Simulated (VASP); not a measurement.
# SnO2 (P1) in VASP: single point with r2SCAN

Aim: the single point of SnO2 with r2SCAN.

All numbers are computed with VASP 6.6.1; they aren't measurements. Logs are shortened: lines on timing, memory, paths and dates and some standing lists are left out, and cuts for length are marked.

## (1) The cell of the first run

The typed cell holds 6 atoms: a = 4.788 Å, b = 4.867 Å, c = 3.241 Å, α = 90.00°, β = 90.00°, γ = 90.00°.

## (2) Single point, r2SCAN (atoms moved at random)

Contents of POSCAR:

```
SnO2
1.0
    4.7880040000      0.0000000000      0.0000000000
    0.0000000000      4.8665820000      0.0000000000
    0.0000000000      0.0000000000      3.2408980000
Sn O
2 4
Direct
    0.5109751007      0.5059255306      0.4979831440
    0.0325513817     -0.0022668930      0.1125546030
    0.2973592237      0.3641201638      0.1669969262
    0.8062782608      0.1858108074      0.3578806062
    0.2498546251      0.8076088276      0.5162771402
    0.6029814080      0.6388015637     -0.1516924197
```

Contents of INCAR.step1:

```
SYSTEM = SnO2
  ALGO = Normal
  EDIFF = 1E-4
  ENCUT = 520
  GGA = PE
  ISMEAR = 0
  LASPH = .True.
  LCHARG = .False.
  LREAL = .False.
  LWAVE = .True.
  NBANDS = 35
  NELM = 80
  PREC = Accurate
  SIGMA = 0.05
```

Contents of INCAR.step2:

```
SYSTEM = SnO2
  ALGO = Normal
  EDIFF = 1E-6
  ENCUT = 520
  ISIF = 2
  ISMEAR = 0
  ISTART = 1
  LASPH = .True.
  LCHARG = .True.
  LELF = .True.
  LMIXTAU = .True.
  LREAL = .False.
  LVHAR = .True.
  LWAVE = .False.
  METAGGA = R2SCAN
  NBANDS = 35
  NELM = 80
  PREC = Accurate
  SIGMA = 0.05
```

Contents of KPOINTS:

```
k-points
0
Gamma
  6 6 8
  0 0 0
```

Potentials or basis: VASP PAW PBE potentials, release 64 (Sn_d, O).

Run with:

```bash
$ cat potpaw_PBE.64/Sn_d/POTCAR potpaw_PBE.64/O/POTCAR > POTCAR
$ cp INCAR.step1 INCAR
$ mpirun -np 1 vasp_std > vasp.out
$ cp INCAR.step2 INCAR
$ mpirun -np 1 vasp_std > vasp.out
```

OUTCAR:

```text
SYSTEM = SnO2
   EDIFF = 1E-6
   ENCUT = 520
   ISIF = 2
   ISMEAR = 0
   ISTART = 1
   LASPH = .True.
   LREAL = .False.
   METAGGA = R2SCAN
   NELM = 80
   PREC = Accurate

 ion  position               nearest neighbor table
   1  0.511  0.506  0.498-   6 1.38   3 1.63   5 1.93   4 2.15   6 2.25   3 2.49   2 3.54   2 3.60
                             2 3.68   2 3.73
   2  0.033  0.998  0.113-   4 1.63   5 1.91   3 2.19   5 2.38   4 2.83   6 2.83   1 3.54   1 3.60
                             1 3.68   1 3.73
   3  0.297  0.364  0.167-   1 1.63   2 2.19   1 2.49
   4  0.806  0.186  0.358-   2 1.63   1 2.15   2 2.83
   5  0.250  0.808  0.516-   2 1.91   1 1.93   2 2.38
   6  0.603  0.639  0.848-   1 1.38   1 2.25   2 2.83

 -----------------------------------------------------------------------------
|                                                                             |
|           W    W    AA    RRRRR   N    N  II  N    N   GGGG   !!!           |
|           W    W   A  A   R    R  NN   N  II  NN   N  G    G  !!!           |
|           W    W  A    A  R    R  N N  N  II  N N  N  G       !!!           |
|           W WW W  AAAAAA  RRRRR   N  N N  II  N  N N  G  GGG   !            |
|           WW  WW  A    A  R   R   N   NN  II  N   NN  G    G                |
|           W    W  A    A  R    R  N    N  II  N    N   GGGG   !!!           |
|                                                                             |
|     The distance between some ions is very small. Please check the          |
|     nearest-neighbor list in the OUTCAR file.                               |
|     I HOPE YOU KNOW WHAT YOU ARE DOING!                                     |
|                                                                             |
 -----------------------------------------------------------------------------

  LATTYP: Found a simple orthorhombic cell.
 ALAT       =     3.2408980000
 B/A-ratio  =     1.4773695439
 C/A-ratio  =     1.5016152930

  Lattice vectors:

 A1 = (   0.0000000000,   0.0000000000,   3.2408980000)
 A2 = (   4.7880040000,   0.0000000000,   0.0000000000)
 A3 = (   0.0000000000,   4.8665820000,   0.0000000000)

Analysis of symmetry for initial positions (statically):
=====================================================================
 Subroutine PRICEL returns:
 Original cell was already a primitive cell.

 Routine SETGRP: Setting up the symmetry group for a
 simple orthorhombic supercell.

 Subroutine GETGRP returns: Found  1 space group operations
 (whereof  1 operations were pure point group operations)
 out of a pool of  8 trial point group operations.

The static configuration has the point symmetry C_1 .

Analysis of symmetry for dynamics (positions and initial velocities):
=====================================================================
 Subroutine PRICEL returns:
 Original cell was already a primitive cell.

 Routine SETGRP: Setting up the symmetry group for a
 simple orthorhombic supercell.

 Subroutine GETGRP returns: Found  1 space group operations
 (whereof  1 operations were pure point group operations)
 out of a pool of  8 trial point group operations.

The dynamic configuration has the point symmetry C_1 .

 Subroutine INISYM returns: Found  1 space group operations
 (whereof  1 operations are pure point group operations),
 and found     1 'primitive' translations

----------------------------------------------------------------------------------------

                                     Primitive cell

  volume of cell :      75.5169

  direct lattice vectors                    reciprocal lattice vectors
     4.788004000  0.000000000  0.000000000     0.208855298  0.000000000  0.000000000
     0.000000000  4.866582000  0.000000000     0.000000000  0.205483027  0.000000000
     0.000000000  0.000000000  3.240898000     0.000000000  0.000000000  0.308556456

  length of vectors
     4.788004000  4.866582000  3.240898000     0.208855298  0.205483027  0.308556456

  position of ions in fractional coordinates (direct lattice)
     0.510975101  0.505925531  0.497983144
     0.032551382  0.997733107  0.112554603
     0.297359224  0.364120164  0.166996926
     0.806278261  0.185810807  0.357880606
     0.249854625  0.807608828  0.516277140
     0.602981408  0.638801564  0.848307580

  ion indices of the primitive-cell ions
   primitive index   ion index
                 1           1
                 2           2
                 3           3
                 4           4
                 5           5
                 6           6

----------------------------------------------------------------------------------------

 KPOINTS: k-points

Automatic generation of k-mesh.
 Grid dimensions read from file:
 generate k-points for:    6    6    8

 Generating k-lattice:

  Cartesian coordinates                     Fractional coordinates (reciprocal lattice)
     0.034809216  0.000000000  0.000000000     0.166666667  0.000000000  0.000000000
     0.000000000  0.034247171  0.000000000     0.000000000  0.166666667  0.000000000
     0.000000000  0.000000000  0.038569557     0.000000000  0.000000000  0.125000000

  Length of vectors
     0.034809216  0.034247171  0.038569557

  Shift w.r.t. Gamma in fractional coordinates (k-lattice)
     0.000000000  0.000000000  0.000000000

 Subroutine IBZKPT returns following result:
 ===========================================

 Found    148 irreducible k-points:

 Following reciprocal coordinates:
            Coordinates               Weight
  0.000000  0.000000  0.000000      1.000000
  0.166667  0.000000  0.000000      2.000000
  0.333333  0.000000  0.000000      2.000000
  0.500000  0.000000  0.000000      1.000000
  0.000000  0.166667  0.000000      2.000000
  0.166667  0.166667  0.000000      2.000000
[... 16 lines left out ...]
 -0.166667  0.000000  0.125000      2.000000
  0.333333  0.000000  0.125000      2.000000
 [... further k-points ...]
   k-points           NKPTS =    148   k-points in BZ     NKDIM =    148   number of bands    NBANDS=     35
   number of dos      NEDOS =    301   number of ions     NIONS =      6
   total plane-waves  NPLWV =  31104
   dimension x,y,z NGX =    36 NGY =   36 NGZ =   24
   dimension x,y,z NGXF=    72 NGYF=   72 NGZF=   48
   ions per type =               2   4
   NGX,Y,Z   is equivalent  to a cutoff of  12.50, 12.30, 12.31 a.u.
   NGXF,Y,Z  is equivalent  to a cutoff of  25.00, 24.60, 24.62 a.u.
 SYSTEM =  SnO2
   PREC   = accura    normal or accurate (medium, high low for compatibility)
   ISTART =      1    job   : 0-new  1-cont  2-samecut
   ICHARG =      0    charge: 1-file 2-atom 10-const
   ISPIN  =      1    spin polarized calculation?
   LNONCOLLINEAR =      F non collinear calculations
   LSORBIT =      F    spin-orbit coupling
   LASPH  =      T    aspherical Exc in radial PAW
   ENCUT  =  520.0 eV  38.22 Ry    6.18 a.u.   8.90  9.05  6.03*2*pi/ulx,y,z
   NELM   =     80;   NELMIN=  2; NELMDL=  0     # of ELM steps
   EDIFF  = 0.1E-05   stopping-criterion for ELM
   LREAL  =      F    real-space projection
   EDIFFG = 0.1E-04   stopping-criterion for IOM
   NSW    =      0    number of steps for IOM
   IBRION =     -1    ionic relax: 0-MD 1-quasi-New 2-CG
   NFREE  =      0    steps in history (QN), initial steepest desc. (CG)
   ISIF   =      2    stress and relaxation
   ISYM   =      2    0-nonsym 1-usesym 2-fastsym
   POTIM  = 0.5000    time-step for ionic-motion
   TEBEG  =    0.0;   TEEND  =   0.0 temperature during run
   PSTRESS=    0.0 pullay stress
   NELECT =      52.0000    total number of electrons
   NUPDOWN=      -1.0000    fix difference up-down
   EMIN   =  10.00;   EMAX   =-10.00  energy-range for DOS
   EFERMI =   0.00;   METHOD = LEGACY
   ISMEAR =     0;   SIGMA  =   0.05  broadening in eV -4-tet -1-fermi 0-gaus
   EFERMI_NEDOS =   21; number of points for ismear=-14 and -15
   IALGO  =     38    algorithm
   IMIX   =      4    mixing-type and parameters
     AMIX     =   0.40;   BMIX     =  1.00
     AMIX_MAG =   1.60;   BMIX_MAG =  1.00
  volume/ion in A,a.u.               =      12.59        84.94
  Fermi-wavevector in a.u.,A,eV,Ry     =   1.445644  2.731871 28.434627  2.089886
  Thomas-Fermi vector in A             =   2.563802
   LORBIT       =      0    0 simple, 1 ext, 2 COOP (PROOUT), +10 PAW based schemes
   METAGGA = R2SCAN    functional components
   LHFCALC =     F    Hartree Fock is set to
   AEXX    =    0.0000 exact exchange contribution
   IVDW    =     0    specifies the selected vdW correction
   LEPSILON=     F    determine dielectric tensor
   LRPA    =     F    only Hartree local field effects (RPA)
 non-spin polarized calculation
 Gauss-broadening in eV      SIGMA  =   0.05
  energy-cutoff  :      520.00
  volume of cell :       75.52
 maximum number of plane-waves:      2064
   NGX = 17   NGY = 19   NGZ = 13

 number of electron      51.9999989 magnetization

 Free energy of the ion-electron system (eV)
  ---------------------------------------------------
  ext. energy  EPLUGINS =         0.00000000
  ---------------------------------------------------
  free energy    TOTEN  =       -66.91336143 eV

  energy without entropy =      -66.91336143  energy(sigma->0) =      -66.91336143

 E-fermi :   5.8027     XC(G=0): -11.4824

 val. band max:        5.5593255494   @ k =   0.0000   0.5000   0.5000
 cond. band min:       6.3957963170   @ k =   0.0000   0.0000   0.0000
 fundamental gap:      0.8364707676
 Fermi energy:         5.8027184341

 k-point     1 :       0.0000    0.0000    0.0000
  band No.  band energies     occupation
      1     -20.7997      2.00000
      2     -17.9289      2.00000
      3     -16.5808      2.00000
      4     -15.9734      2.00000
      5     -15.9129      2.00000
      6     -15.8095      2.00000
[... 27 lines left out ...]
     34      18.4054      0.00000
     35      19.2486      0.00000

 k-point     2 :       0.1667    0.0000    0.0000
  band No.  band energies     occupation
      1     -20.7991      2.00000
      2     -17.9287      2.00000
      3     -16.5784      2.00000
      4     -15.9757      2.00000
      5     -15.9105      2.00000
      6     -15.8087      2.00000
[... 27 lines left out ...]
     34      18.4614      0.00000
     35      19.3631      0.00000

 k-point     3 :       0.3333    0.0000    0.0000
  band No.  band energies     occupation
      1     -20.7975      2.00000
      2     -17.9281      2.00000
      3     -16.5738      2.00000
      4     -15.9786      2.00000
      5     -15.9074      2.00000
      6     -15.8069      2.00000
[... 27 lines left out ...]
     34      18.4991      0.00000
     35      19.5576      0.00000

 k-point     4 :       0.5000    0.0000    0.0000
  band No.  band energies     occupation
      1     -20.7966      2.00000
      2     -17.9278      2.00000
      3     -16.5716      2.00000
      4     -15.9792      2.00000
      5     -15.9065      2.00000
      6     -15.8060      2.00000
[... 27 lines left out ...]
     34      18.5512      0.00000
     35      19.6505      0.00000

 k-point     5 :       0.0000    0.1667    0.0000
  band No.  band energies     occupation
      1     -20.7992      2.00000
      2     -17.9280      2.00000
      3     -16.5764      2.00000
      4     -15.9749      2.00000
      5     -15.9187      2.00000
      6     -15.8106      2.00000
[... 638 lines left out ...]
 k-point    22 :       0.1667    0.0000    0.1250
  band No.  band energies     occupation
      1     -20.7553      2.00000
      2     -17.9462      2.00000
      3     -16.5740      2.00000
      4     -15.9960      2.00000
      5     -15.8958      2.00000
      6     -15.8212      2.00000
[... 27 lines left out ...]
     34      17.9953      0.00000
     35      19.0930      0.00000

 k-point    23 :      -0.1667    0.0000    0.1250
  band No.  band energies     occupation
      1     -20.7569      2.00000
      2     -17.9356      2.00000
      3     -16.5845      2.00000
      4     -15.9852      2.00000
      5     -15.9098      2.00000
      6     -15.8211      2.00000
[... 27 lines left out ...]
     34      18.4699      0.00000
     35      19.0890      0.00000

 k-point    24 :       0.3333    0.0000    0.1250
  band No.  band energies     occupation
      1     -20.7541      2.00000
      2     -17.9489      2.00000
      3     -16.5657      2.00000
      4     -15.9989      2.00000
      5     -15.8939      2.00000
      6     -15.8184      2.00000
[... 27 lines left out ...]
     34      18.4111      0.00000
     35      19.0845      0.00000

 [... further k-points ...]
[... 5 lines left out ...]
  --------------------------------------------------------------------------------------
  -------------------------------------------------------------------------------------
  Total       35.6331892     32.3350814     58.9466751      1.9639337     31.2059304     20.2564368
  in kB      755.9992479    686.0260831   1250.6217658     41.6671203    662.0698411    429.7636928
  external PRESSURE =     897.5490323 kB  Pullay stress =       0.0000000 kB

 VOLUME and BASIS-vectors are now :
 -----------------------------------------------------------------------------
  energy-cutoff  :      520.00
  volume of cell :       75.52
      direct lattice vectors                 reciprocal lattice vectors
     4.788004000  0.000000000  0.000000000     0.208855298  0.000000000  0.000000000
     0.000000000  4.866582000  0.000000000     0.000000000  0.205483027  0.000000000
     0.000000000  0.000000000  3.240898000     0.000000000  0.000000000  0.308556456

 POSITION                                       TOTAL-FORCE (eV/Angst)
 -----------------------------------------------------------------------------------
      2.44655      2.46213      1.61391        -6.308052    -19.268444    -30.194259
      0.15586      4.85555      0.36478         9.838159     -5.975786     -9.422857
      1.42376      1.77202      0.54122        -9.880605     -8.851347     -9.419662
      3.86046      0.90426      1.15985        -9.370026      6.596059      7.599549
      1.19630      3.93029      1.67320        -4.809383      4.215873      1.679334
      2.88708      3.10878      2.74928        20.529907     23.283646     39.757894
 -----------------------------------------------------------------------------------
    total drift:                                0.002840      0.000888     -0.004465

  FREE ENERGIE OF THE ION-ELECTRON SYSTEM (eV)
  ---------------------------------------------------
  free  energy   TOTEN  =       -66.9133614263 eV

  energy  without entropy=      -66.9133614263  energy(sigma->0) =      -66.91336143
```

It took 6.7 min on 1 thread of Intel Xeon 6975P-C (Granite Rapids), shared host; peak memory 0.39 GiB.

What came out:

```yaml
Free_energy: -66.9134 eV
Pressure: 89.8 GPa
Largest_force: 50.441 eV/Å
Band_gap_on_the_k_mesh: 0.84 eV (least direct gap 1.02 eV)
```

Forces on the atoms (eV/Å):
```
Sn   -6.308 -19.268 -30.194
Sn    9.838  -5.976  -9.423
O    -9.881  -8.851  -9.420
O    -9.370   6.596   7.600
O    -4.809   4.216   1.679
O    20.530  23.284  39.758
```

Levels at points of the mesh, in eV from the valence-band top:
| k point | band 24 | band 25 | band 26 | band 27 | band 28 | band 29 |
| --- | --- | --- | --- | --- | --- | --- |
| (0.00, 0.00, 0.00) | -1.16 | -0.73 | -0.18 | 0.84 | 5.73 | 7.22 |
| (0.50, 0.00, 0.00) | -1.18 | -0.72 | -0.40 | 1.88 | 5.15 | 6.34 |
| (0.00, 0.50, 0.00) | -1.22 | -1.11 | -0.26 | 2.00 | 5.32 | 7.10 |
| (0.50, 0.50, 0.00) | -1.61 | -0.79 | -0.58 | 2.18 | 6.48 | 7.11 |
| (0.00, 0.00, 0.50) | -1.48 | -1.05 | -0.25 | 3.37 | 6.22 | 8.18 |
| (0.50, 0.00, 0.50) | -1.52 | -0.84 | -0.23 | 3.59 | 5.96 | 7.69 |
| (0.00, 0.50, 0.50) | -1.37 | -0.82 | 0.00 | 3.27 | 6.41 | 7.59 |
| (0.50, 0.50, 0.50) | -1.42 | -0.88 | -0.43 | 3.10 | 6.00 | 8.09 |

Caveat: the cell differs from its parent crystal (atoms moved at random); atoms lie so close that the PAW spheres overlap strongly, which falsifies energies and pressures; the stress differs along the axes, from 69 to 125 GPa; the PAW data sets were made with another functional, which shifts forces and pressure a little; spin-orbit coupling is left out, which moves the levels of the heavy elements. A k mesh can miss the band edges.
